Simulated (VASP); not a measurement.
Crystal: CuO2.

```
Cu O
1.0
     1.41261   -5.21075    0.00000
     1.41261    5.21075    0.00000
     0.00000    0.00000    4.34342
Cu O
2 4
Direct
  0.16725 0.83275 0.75000
  0.83275 0.16725 0.25000
  0.78897 0.21103 0.75000
  0.21103 0.78897 0.25000
  0.55149 0.44851 0.75000
  0.44851 0.55149 0.25000
```

Base run:

```yaml
Program: VASP 6.6.1
Functional: PBE
Potentials_or_basis: VASP PAW PBE potentials, release 64 (Cu, O)
Cutoff: 520 eV
k_mesh: 8 × 8 × 5
Occupations: methfessel-paxton, width 0.05 eV
Spin: no spin polarisation
```

Its results: band gap on the k mesh zero (band 23 reaches 2.65 eV, above the bottom of band 24 at 2.40 eV); pressure -0.6 GPa; largest force 0.196 eV/Å.

Problem. The run is repeated on the same cell with these changes: functional from PBE to PBEsol; occupations from methfessel-paxton, width 0.05 eV to fermi-dirac, width 0.05 eV. What comes out?

Solution. Band gap on the k mesh zero (band 23 reaches 2.53 eV, above the bottom of band 24 at 2.27 eV); pressure -7.7 GPa; largest force 0.465 eV/Å.

Caveats: semilocal functionals often make such compounds metallic where correlation or magnetic order opens a gap, which also shifts bond lengths; the PAW data sets were made with another functional, which shifts forces and pressure a little (some runs).
